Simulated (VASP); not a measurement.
HfZr2Ti3Sn10, 16 atoms in the cell. The cell holds a disordered packing, 16 atoms: a = 7.769 Å, b = 7.292 Å, c = 7.271 Å, α = 87.41°, β = 85.39°, γ = 92.91°. 

| Item | Value |
| --- | --- |
| Program | VASP 6.6.1 |
| Task | single point |
| Functional | PBE |
| Potentials or basis | VASP PAW PBE potentials, release 64 (Sn_d, Ti_sv, Zr_sv, Hf_pv) |
| Cutoff | 520 eV |
| k mesh | 1 × 1 × 1, shifted |
| Occupations | fermi-dirac, width 0.0991 eV |
| Spin | no spin polarisation |
| Dipole correction | no |
| Further INCAR settings | LREAL = Auto; ALGO = Normal; EDIFF = 1e-06; NBANDS = 119; ISYM = 0 |

Potentials or basis: VASP PAW PBE potentials, release 64 (Sn_d, Ti_sv, Zr_sv, Hf_pv).

The run is started by

```sh
$ cat potpaw_PBE.64/Sn_d/POTCAR potpaw_PBE.64/Ti_sv/POTCAR potpaw_PBE.64/Zr_sv/POTCAR potpaw_PBE.64/Hf_pv/POTCAR > POTCAR
$ mpirun -np 1 vasp_std > vasp.out
```

Hardware: 1 thread of Oxide Virtual Turin-like Processor, on a shared host.

Q: Estimate the wall time of this run.

A: Run time: 3.3 min on 1 thread of Oxide Virtual Turin-like Processor, with other jobs on the host, peak memory 0.42 GiB. Counts: scf iterations 23, k points 1.
